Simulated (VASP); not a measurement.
# Al2InN3 (Cmc2_1) in VASP: notebook, part 2 of 2

VASP 6.6.1. The steps go on from the part before.

## Step 3: Single point, PBE

This run uses another cell than the first one, of 12.16 Å³/atom.

The input, INCAR:

```
PREC = Accurate
ENCUT = 520
EDIFF = 1E-7
ISMEAR = 0
SIGMA = 0.02
LREAL = F
LASPH = T
NELM = 100
ALGO = Normal
ISIF = 2
LWAVE = F
LCHARG = F
GGA = PE
NBANDS = 46
```

The input, KPOINTS:

```
Automatic mesh
0
Gamma
  6 6 6
```

The input, POSCAR:

```
Al2InN3
1.0
    4.9170037426     -2.8277246663      0.0000000000
    4.9170037426      2.8277246663      0.0000000000
    0.0000000000      0.0000000000      5.2494073268
Al In N
4 2 6
Direct
    0.0084295481      0.3348702354      0.9917405618
    0.6651297646      0.9915704519      0.9917405618
    0.9915704519      0.6651297646      0.4917405618
    0.3348702354      0.0084295481      0.4917405618
    0.3220811148      0.6779188852      0.9869983854
    0.6779188852      0.3220811148      0.4869983854
    0.0366860035      0.3336177066      0.3557289331
    0.6663822934      0.9633139965      0.3557289331
    0.9633139965      0.6663822934      0.8557289331
    0.3336177066      0.0366860035      0.8557289331
    0.2983157877      0.7016842123      0.4060625948
    0.7016842123      0.2983157877      0.9060625948
```

Potentials or basis: VASP PAW PBE potentials, release 64 (Al, In_d, N).

Started as:

```
cat potpaw_PBE.64/Al/POTCAR potpaw_PBE.64/In_d/POTCAR potpaw_PBE.64/N/POTCAR > POTCAR
mpirun -np 1 vasp_std > vasp.out
```

OUTCAR:

```text
PREC = Accurate
   ENCUT = 520
   EDIFF = 1E-7
   ISMEAR = 0
   LREAL = F
   LASPH = T
   NELM = 100
   ISIF = 2
   GGA = PE

 ion  position               nearest neighbor table
   1  0.008  0.335  0.992-   9 1.90  10 1.91  12 1.91   7 1.92   3 3.20   3 3.20   4 3.21   4 3.21
                             2 3.22   2 3.22   5 3.22   6 3.23   5 3.23   6 3.27   5 3.36
   2  0.665  0.992  0.992-  10 1.90   9 1.91  12 1.91   8 1.92   4 3.20   4 3.20   3 3.21   3 3.21
                             1 3.22   1 3.22   5 3.22   6 3.23   5 3.23   6 3.27   5 3.36
   3  0.992  0.665  0.492-   7 1.90   8 1.91  11 1.91   9 1.92   1 3.20   1 3.20   2 3.21   2 3.21
                             4 3.22   4 3.22   6 3.22   5 3.23   6 3.23   5 3.27   6 3.36
   4  0.335  0.008  0.492-   8 1.90   7 1.91  11 1.91  10 1.92   2 3.20   2 3.20   1 3.21   1 3.21
                             3 3.22   3 3.22   6 3.22   5 3.23   6 3.23   5 3.27   6 3.36
   5  0.322  0.678  0.987-   9 2.18  10 2.18  12 2.19  11 2.20   1 3.22   2 3.22   4 3.23   3 3.23
                             2 3.23   1 3.23   4 3.27   3 3.27   6 3.31   6 3.31   2 3.36   1 3.36
   6  0.678  0.322  0.487-   7 2.18   8 2.18  11 2.19  12 2.20   4 3.22   3 3.22   2 3.23   1 3.23
                             4 3.23   3 3.23   2 3.27   1 3.27   5 3.31   5 3.31   4 3.36   3 3.36
   7  0.037  0.334  0.356-   3 1.90   4 1.91   1 1.92   6 2.18
   8  0.666  0.963  0.356-   4 1.90   3 1.91   2 1.92   6 2.18
   9  0.963  0.666  0.856-   1 1.90   2 1.91   3 1.92   5 2.18
  10  0.334  0.037  0.856-   2 1.90   1 1.91   4 1.92   5 2.18
  11  0.298  0.702  0.406-   3 1.91   4 1.91   6 2.19   5 2.20
  12  0.702  0.298  0.906-   1 1.91   2 1.91   5 2.19   6 2.20

  LATTYP: Found a base centered orthorhombic cell.
 ALAT       =     5.6554493326
 B/A-ratio  =     1.7388552009
 C/A-ratio  =     0.9282034049

  Lattice vectors:

 A1 = (  -4.9170037426,  -2.8277246663,   0.0000000000)
 A2 = (   4.9170037426,  -2.8277246663,   0.0000000000)
 A3 = (   0.0000000000,   0.0000000000,   5.2494073268)

Analysis of symmetry for initial positions (statically):
=====================================================================
 Subroutine PRICEL returns:
 Original cell was already a primitive cell.

 Routine SETGRP: Setting up the symmetry group for a
 base centered orthorhombic supercell.

 Subroutine GETGRP returns: Found  4 space group operations
 (whereof  2 operations were pure point group operations)
 out of a pool of  8 trial point group operations.

The static configuration has the point symmetry C_1h.
 The point group associated with its full space group is C_2v.

Analysis of symmetry for dynamics (positions and initial velocities):
=====================================================================
 Subroutine PRICEL returns:
 Original cell was already a primitive cell.

 Routine SETGRP: Setting up the symmetry group for a
 base centered orthorhombic supercell.

 Subroutine GETGRP returns: Found  4 space group operations
 (whereof  2 operations were pure point group operations)
 out of a pool of  8 trial point group operations.

The dynamic configuration has the point symmetry C_1h.
 The point group associated with its full space group is C_2v.

 Subroutine INISYM returns: Found  4 space group operations
 (whereof  2 operations are pure point group operations),
 and found     1 'primitive' translations

[... 94 lines left out ...]
  0.500000  0.333333  0.166667      8.000000
 [... further k-points ...]
   k-points           NKPTS =     52   k-points in BZ     NKDIM =     52   number of bands    NBANDS=     46
   number of dos      NEDOS =    301   number of ions     NIONS =     12
   total plane-waves  NPLWV =  70560
   dimension x,y,z NGX =    42 NGY =   42 NGZ =   40
   dimension x,y,z NGXF=    84 NGYF=   84 NGZF=   80
   ions per type =               4   2   6
   NGX,Y,Z   is equivalent  to a cutoff of  12.31, 12.31, 12.67 a.u.
   NGXF,Y,Z  is equivalent  to a cutoff of  24.62, 24.62, 25.34 a.u.
 SYSTEM =  unknown system
   PREC   = accura    normal or accurate (medium, high low for compatibility)
   ISTART =      0    job   : 0-new  1-cont  2-samecut
   ICHARG =      2    charge: 1-file 2-atom 10-const
   ISPIN  =      1    spin polarized calculation?
   LNONCOLLINEAR =      F non collinear calculations
   LSORBIT =      F    spin-orbit coupling
   LASPH  =      T    aspherical Exc in radial PAW
   ENCUT  =  520.0 eV  38.22 Ry    6.18 a.u.  10.55 10.55  9.76*2*pi/ulx,y,z
   NELM   =    100;   NELMIN=  2; NELMDL= -5     # of ELM steps
   EDIFF  = 0.1E-06   stopping-criterion for ELM
   LREAL  =      F    real-space projection
   EDIFFG = 0.1E-05   stopping-criterion for IOM
   NSW    =      0    number of steps for IOM
   IBRION =     -1    ionic relax: 0-MD 1-quasi-New 2-CG
   NFREE  =      0    steps in history (QN), initial steepest desc. (CG)
   ISIF   =      2    stress and relaxation
   ISYM   =      2    0-nonsym 1-usesym 2-fastsym
   POTIM  = 0.5000    time-step for ionic-motion
   TEBEG  =    0.0;   TEEND  =   0.0 temperature during run
   PSTRESS=    0.0 pullay stress
   NELECT =      68.0000    total number of electrons
   NUPDOWN=      -1.0000    fix difference up-down
   EMIN   =  10.00;   EMAX   =-10.00  energy-range for DOS
   EFERMI =   0.00;   METHOD = LEGACY
   ISMEAR =     0;   SIGMA  =   0.02  broadening in eV -4-tet -1-fermi 0-gaus
   EFERMI_NEDOS =   21; number of points for ismear=-14 and -15
   IALGO  =     38    algorithm
   IMIX   =      4    mixing-type and parameters
     AMIX     =   0.40;   BMIX     =  1.00
     AMIX_MAG =   1.60;   BMIX_MAG =  1.00
  volume/ion in A,a.u.               =      12.16        82.09
  Fermi-wavevector in a.u.,A,eV,Ry     =   1.269069  2.398192 21.912667  1.610536
  Thomas-Fermi vector in A             =   2.402130
   LORBIT       =      0    0 simple, 1 ext, 2 COOP (PROOUT), +10 PAW based schemes
   GGA     = PE    functional components
   LHFCALC =     F    Hartree Fock is set to
   AEXX    =    0.0000 exact exchange contribution
   IVDW    =     0    specifies the selected vdW correction
   LEPSILON=     F    determine dielectric tensor
   LRPA    =     F    only Hartree local field effects (RPA)
 non-spin polarized calculation
 Gauss-broadening in eV      SIGMA  =   0.02
  energy-cutoff  :      520.00
  volume of cell :      145.97
 maximum number of plane-waves:      3960
   NGX = 21   NGY = 21   NGZ = 19

 number of electron      68.0000012 magnetization

 Free energy of the ion-electron system (eV)
  ---------------------------------------------------
  ext. energy  EPLUGINS =         0.00000000
  ---------------------------------------------------
  free energy    TOTEN  =       -80.83286764 eV

  energy without entropy =      -80.83286764  energy(sigma->0) =      -80.83286764

 E-fermi :   6.1944     XC(G=0): -10.8554

 val. band max:        6.0694068933   @ k =   0.0000   0.0000   0.0000
 cond. band min:       8.2303215028   @ k =   0.0000   0.0000   0.0000
 fundamental gap:      2.1609146095
 Fermi energy:         6.1944202589

 k-point     1 :       0.0000    0.0000    0.0000
  band No.  band energies     occupation
      1      -8.6040      2.00000
      2      -8.0638      2.00000
      3      -7.7380      2.00000
      4      -7.5489      2.00000
      5      -7.5030      2.00000
      6      -7.3730      2.00000
[... 1165 lines left out ...]
     45      15.1566      0.00000
     46      15.3522      0.00000

 [... further k-points ...]
[... 5 lines left out ...]
  --------------------------------------------------------------------------------------
  -------------------------------------------------------------------------------------
  Total       -0.0849598     -0.0794584     -0.0739359      0.0000000      0.0000000      0.0000000
  in kB       -0.9324942     -0.8721120     -0.8114991      0.0000000      0.0000000      0.0000000
  external PRESSURE =      -0.8720351 kB  Pullay stress =       0.0000000 kB

 VOLUME and BASIS-vectors are now :
 -----------------------------------------------------------------------------
  energy-cutoff  :      520.00
  volume of cell :      145.97
      direct lattice vectors                 reciprocal lattice vectors
     4.917003743 -2.827724666  0.000000000     0.101687944 -0.176820610  0.000000000
     4.917003743  2.827724666  0.000000000     0.101687944  0.176820610  0.000000000
     0.000000000  0.000000000  5.249407327     0.000000000  0.000000000  0.190497696

 POSITION                                       TOTAL-FORCE (eV/Angst)
 -----------------------------------------------------------------------------------
      1.68801      0.92308      5.20605        -0.000977      0.000111      0.000184
      8.14600      0.92308      5.20605         0.000977      0.000111      0.000184
      8.14600     -0.92308      2.58135         0.000977     -0.000111      0.000184
      1.68801     -0.92308      2.58135        -0.000977     -0.000111      0.000184
      4.91700      1.00621      5.18116         0.000000      0.000277     -0.003684
      4.91700     -1.00621      2.55645         0.000000     -0.000277     -0.003684
      1.82078      0.83964      1.86737         0.022322     -0.011566     -0.008810
      8.01322      0.83964      1.86737        -0.022322     -0.011566     -0.008810
      8.01322     -0.83964      4.49207        -0.022322      0.011566     -0.008810
      1.82078     -0.83964      4.49207         0.022322      0.011566     -0.008810
      4.91700      1.14061      2.13159         0.000000      0.028746      0.020935
      4.91700     -1.14061      4.75629         0.000000     -0.028746      0.020935
 -----------------------------------------------------------------------------------
    total drift:                               -0.000000      0.000000      0.001134

  FREE ENERGIE OF THE ION-ELECTRON SYSTEM (eV)
  ---------------------------------------------------
  free  energy   TOTEN  =       -80.8328676381 eV

  energy  without entropy=      -80.8328676381  energy(sigma->0) =      -80.83286764
```

Run time: 11 min. Hardware: 1 thread of Oxide Virtual Turin-like, shared host; peak memory 0.4 GiB.

What came out:

- Free energy: -80.8329 eV
- Pressure: -0.1 GPa
- Largest force: 0.036 eV/Å
- Band gap on the k mesh: 2.16 eV

Forces in eV/Å, atoms in the order of the input:
```
Al  -0.001  0.000  0.000
Al   0.001  0.000  0.000
Al   0.001  0.000  0.000
Al  -0.001  0.000  0.000
In   0.000  0.000 -0.004
In   0.000  0.000 -0.004
N    0.022 -0.012 -0.009
N   -0.022 -0.012 -0.009
N   -0.022  0.012 -0.009
N    0.022  0.012 -0.009
N    0.000  0.029  0.021
N    0.000 -0.029  0.021
```

Caveat: spin-orbit coupling is left out, which moves the levels of the heavy elements. A k mesh can miss the band edges.
